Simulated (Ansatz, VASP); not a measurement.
Bi in VASP and in Ansatz

```
Bi
1.0
    -4.24366    4.24366    1.46296
     4.24366   -4.24366    1.46296
     4.24366    4.24366   -1.46296
Bi
1
Direct
  0.00000 0.00000 0.00000
```

Alike in both runs: task single point; functional LDA; k mesh 6 × 6 × 6; no spin polarisation.

|  | VASP | Ansatz |
| --- | --- | --- |
| version | VASP 6.6.1 | Ansatz 0.2.0 |
| potentials or method | VASP PAW LDA potentials, release 64 (Bi_d) | plane waves, PAW |
| plane-wave cutoff (eV) | 520 | 420 |
| occupations | methfessel-paxton of order 1, width 0.1 eV | cold, width 0.1 eV |
| valence electrons in the cell | 15 | 15 |

Ansatz gave:

```
pressure (GPa)                                                : -0.3
traceless stress, the component that is largest in VASP (GPa) : -0.34
```

Task: What did VASP give for the same quantities?

Result: Pressure (GPa): -0.3; traceless stress, the component that is largest in VASP (GPa): -0.30.

LDA's correlation is that of Perdew and Zunger in VASP and of Perdew and Wang (1992) in Ansatz.

The k mesh is coarse, so the values compare programs but aren't converged. Neither program's run includes spin-orbit coupling.
